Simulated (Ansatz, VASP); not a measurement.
One calculation of NaH, two programs

Contents of INCAR:

```
PREC = Accurate ; ENCUT = 520
EDIFF = 1E-8 ; ISMEAR = -1
SIGMA = 0.03 ; LREAL = False
LASPH = True ; NELM = 80
ALGO = Normal ; ISIF = 2
LWAVE = False ; LCHARG = False
GGA = PS ; LEFG = True
NBANDS = 11
```

File KPOINTS:

```
Automatic mesh
0
Gamma
  9 9 9
```

Contents of POSCAR:

```
NaH
1.0
    0.0000000000      2.4318394039      2.4318394039
    2.4318394039      0.0000000000      2.4318394039
    2.4318394039      2.4318394039      0.0000000000
Na H
1 1
Direct
    0.0000000000      0.0000000000      0.0000000000
    0.5000000000      0.5000000000      0.5000000000
```

Input for Ansatz:

```yaml
crystal:
  lattice:
    - [0.0, 2.4318394039, 2.4318394039]
    - [2.4318394039, 0.0, 2.4318394039]
    - [2.4318394039, 2.4318394039, 0.0]
  atoms:
    - { symbol: Na, position: [0.0, 0.0, 0.0] }
    - { symbol: H, position: [0.5, 0.5, 0.5] }
kpoints:
  mp_grid: { grid: [9, 9, 9] }
scf:
  occupations: { method: fermi_dirac, width: 0.03 }
hamiltonian:
  xc: pbesol
  pseudopotentials: { kind: all_electron, datasets: crystal }
output:
  forces: true
  stress: true
  eigenvalues: true
  efg: { contact_densities: true }
```

Change from the starting cell: volume scaled by 0.99, crystal datasets.

Alike in both runs: task electric field gradients; functional PBEsol; k mesh 9 × 9 × 9; occupations fermi-dirac, width 0.03 eV; no spin polarisation.

|  | VASP | Ansatz |
| --- | --- | --- |
| version | VASP 6.6.1 | Ansatz 0.2.0 |
| potentials or method | VASP PAW PBE potentials, release 64 (Na_pv, H), cutoff 520 eV | all-electron PAW with datasets made for the crystal, scalar-relativistic |

```csv
,VASP,Ansatz,Ansatz less VASP
gap on the k mesh at the Fermi level (eV),3.84,3.84,+0.002
pressure (GPa),-1.0,-1.0,0.00
```

VASP's potentials were made for PBE, not for PBEsol. Ansatz ran all-electron here, and VASP with PAW potentials.
